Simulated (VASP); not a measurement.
A run of VASP 6.6.1 is set up as follows.

INCAR

```
PREC     = Accurate       # precision mode
ENCUT    = 520            # plane-wave cutoff, eV
EDIFF    = 1E-6           # SCF threshold, eV
ISMEAR   = -1             # smearing method
SIGMA    = 0.05           # smearing width, eV
LREAL    = F              # projectors in reciprocal space
LASPH    = T              # aspherical terms in the spheres
NELM     = 80             # most SCF steps
ALGO     = Normal         # electronic algorithm
ISIF     = 2              # what is computed and relaxed
LWAVE    = F              # write WAVECAR
LCHARG   = F              # write CHGCAR
GGA      = PE             # functional
NBANDS   = 14             # bands
```

KPOINTS

```
regular mesh
0
Gamma
  10 10 10
```

The input POSCAR:

```
HfB
1.0
    0.0000000000      2.3553056198      2.3553056198
    2.3553056198      0.0000000000      2.3553056198
    2.3553056198      2.3553056198      0.0000000000
Hf B
1 1
Direct
    0.5000000000      0.5000000000      0.5000000000
    0.0000000000      0.0000000000      0.0000000000
```

Potentials or basis: VASP PAW PBE potentials, release 64 (Hf_pv, B).

Run with:

```bash
$ cat potpaw_PBE.64/Hf_pv/POTCAR potpaw_PBE.64/B/POTCAR > POTCAR
$ mpirun -np 1 vasp_std > vasp.out
```

(1) What does it give for the pressure?

## Answers

(1) 15.6 GPa.
